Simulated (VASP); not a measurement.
Wanted: the native input for a VASP 6.6.1 run.

| Property | Result |
| --- | --- |
| Task | relaxation of cell and atoms |
| Functional | LDA |
| Potentials or basis | VASP PAW LDA potentials, release 64 (Ta_pv, N) |
| Cutoff | 600 eV |
| k mesh | 16 × 16 × 16 |
| Occupations | gaussian, width 0.1 eV |
| Spin | no spin polarisation |
| Dipole correction | no |
| Further INCAR settings | ALGO = Normal; EDIFF = 1e-06; IBRION = 2; EDIFFG = -0.005; NSW = 100; ISIF = 3 |

The structure of TaN lies in POSCAR:

```
TaN
1.0
    0.0000000000      2.1790000000      2.1790000000
    2.1790000000      0.0000000000      2.1790000000
    2.1790000000      2.1790000000      0.0000000000
Ta N
1 1
Direct
    0.5000000000      0.5000000000      0.5000000000
    0.0000000000      0.0000000000      0.0000000000
```

These files were run (other wordings do the same):

INCAR

```
PREC = Accurate
ENCUT = 600
EDIFF = 1E-6
ISMEAR = 0
SIGMA = 0.1
LREAL = F
LASPH = T
NELM = 60
ALGO = Normal
ISIF = 3
LWAVE = F
LCHARG = F
IBRION = 2
NSW = 100
EDIFFG = -0.005
```

KPOINTS

```
regular mesh
0
Gamma
  16 16 16
```

Potentials or basis: VASP PAW LDA potentials, release 64 (Ta_pv, N).

The run is started by

```console
$ cat potpaw_LDA.64/Ta_pv/POTCAR potpaw_LDA.64/N/POTCAR > POTCAR
$ mpirun -np 1 vasp_std > vasp.out
```

Results of the run:

* Relaxed volume: 10.33 Å³/atom
* Relaxed cell: a = 3.080 Å, b = 3.080 Å, c = 3.080 Å, α = 60.00°, β = 60.00°, γ = 60.00°
* Space group after relaxing (to 0.05 Å): Fm-3m (No. 225)
* Energy gained by relaxing: 0.0 meV/atom
* Ionic steps: 3
* Pressure after relaxing: 0.1 GPa
* Band gap on the k mesh: zero (band 8 reaches 11.70 eV, above the bottom of band 9 at 7.52 eV)

Caveat: spin-orbit coupling is left out, which moves the levels of the heavy elements.

It took 33 s on 1 thread of Intel(R) Xeon(R) 6975P-C (Granite Rapids) (shared host), peak memory 0.18 GiB.
